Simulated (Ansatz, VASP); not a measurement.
One calculation of SnC3, two programs

INCAR

```
SYSTEM = SnC3
PREC = Accurate
ENCUT = 520
EDIFF = 1E-6
ISMEAR = -1
SIGMA = 0.02
LREAL = .FALSE.
LASPH = .TRUE.
NELM = 60
ALGO = Normal
ISIF = 2
LWAVE = .FALSE.
LCHARG = .FALSE.
GGA = PE
NBANDS = 21
```

Contents of KPOINTS:

```
Automatic mesh
0
G
  8 8 8
  0 0 0
```

POSCAR

```
SnC3
1.0
    1.5394909371      0.8888255070      5.0989903730
   -1.5394909371      0.8888255070      5.0989903730
    0.0000000000     -1.7776510139      5.0989903730
C Sn
3 1
Direct
    1.0147226421      0.0147226421      0.0147226421
    0.4768905496      0.4768905496      0.4768905496
    0.3831861780      0.3831861780      0.3831861780
    0.8752006303      0.8752006303      0.8752006303
```

Input for Ansatz:

```yaml
crystal:
  lattice:
    - [1.5394909371, 0.888825507, 5.098990373]
    - [-1.5394909371, 0.888825507, 5.098990373]
    - [0.0, -1.7776510139, 5.098990373]
  atoms:
    - { symbol: C, position: [1.0147226421, 0.0147226421, 0.0147226421] }
    - { symbol: C, position: [0.4768905496, 0.4768905496, 0.4768905496] }
    - { symbol: C, position: [0.383186178, 0.383186178, 0.383186178] }
    - { symbol: Sn, position: [0.8752006303, 0.8752006303, 0.8752006303] }
kpoints:
  mp_grid: { grid: [8, 8, 8] }
hamiltonian:
  xc: pbe
scf:
  occupations: { method: fermi_dirac, width: 0.02 }
  n_extra_bands: 5
output:
  forces: true
  stress: true
  eigenvalues: true
```

Alike in both runs: task single point; functional PBE; k mesh 8 × 8 × 8; occupations fermi-dirac, width 0.02 eV; no spin polarisation.

|  | VASP | Ansatz |
| --- | --- | --- |
| version | VASP 6.6.1 | Ansatz 0.2.0 |
| potentials or method | VASP PAW PBE potentials, release 64 (C, Sn_d) | plane waves, PAW |
| plane-wave cutoff (eV) | 520 | 420 |
| valence electrons in the cell | 26 | 26 |

```tsv
	VASP	Ansatz	Ansatz less VASP
pressure (GPa)	12.6	12.7	+0.06
traceless stress, the component that is largest in VASP (GPa)	4.28	4.27	-0.018
rms of the force components (eV/Å)	0.281	0.275	-0.0058
```

Atom by atom the forces differ by 0.024 eV/Å (rms over components).
